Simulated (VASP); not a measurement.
A run of VASP 6.6.1 is set up as follows.

POSCAR

```
InP
1.0
    0.0000000000      3.0421759819      2.9978724482
    3.0421759819      0.0000000000      2.9978724482
    3.0421759819      3.0421759819      0.0000000000
In P
1 1
Direct
    0.0000000000      0.0000000000      0.0000000000
    0.7500000000      0.7500000000      0.7500000000
```

Contents of INCAR.step1:

```
PREC     = Accurate       # precision mode
ENCUT    = 520            # plane-wave cutoff, eV
ISMEAR   = 0              # smearing method
SIGMA    = 0.05           # smearing width, eV
LREAL    = False          # projectors in reciprocal space
LASPH    = True           # aspherical terms in the spheres
NELM     = 80             # most SCF steps
NBANDS   = 16             # bands
GGA      = PE             # functional
ALGO     = Normal         # electronic algorithm
EDIFF    = 1E-4           # SCF threshold, eV
LWAVE    = True           # write WAVECAR
LCHARG   = False          # write CHGCAR
```

The input INCAR.step2:

```
PREC     = Accurate       # precision mode
ENCUT    = 520            # plane-wave cutoff, eV
EDIFF    = 1E-6           # SCF threshold, eV
ISMEAR   = 0              # smearing method
SIGMA    = 0.05           # smearing width, eV
LREAL    = False          # projectors in reciprocal space
LASPH    = True           # aspherical terms in the spheres
NELM     = 80             # most SCF steps
ALGO     = Normal         # electronic algorithm
ISIF     = 2              # what is computed and relaxed
LWAVE    = False          # write WAVECAR
LCHARG   = False          # write CHGCAR
METAGGA  = R2SCAN         # meta-GGA
LMIXTAU  = True         
NBANDS   = 16             # bands
ISTART   = 1
```

File KPOINTS:

```
regular mesh
0
Gamma
  8 8 8
```

Potentials or basis: VASP PAW PBE potentials, release 64 (In_d, P).

Command:

```bash
$ cat potpaw_PBE.64/In_d/POTCAR potpaw_PBE.64/P/POTCAR > POTCAR
$ cp INCAR.step1 INCAR
$ mpirun -np 1 vasp_std > vasp.out
$ cp INCAR.step2 INCAR
$ mpirun -np 1 vasp_std > vasp.out
```

Problem. Estimate the band gap on the k mesh.

Solution. 0.55 eV.

Problem. Predict the pressure.

Solution. -4.4 GPa.

Stress tensor (GPa, compression positive):
```
-4.59  0.00  0.00
 0.00 -4.59  0.00
 0.00  0.00 -3.93
```

Caveat: the cell differs from its parent crystal (strain +0.030 along x and y, +0.015 along z); the cell stands under tension; semilocal functionals underestimate gaps, and a narrow one can read as zero; the PAW data sets were made with another functional, which shifts forces and pressure a little; spin-orbit coupling is left out, which moves the levels of the heavy elements.
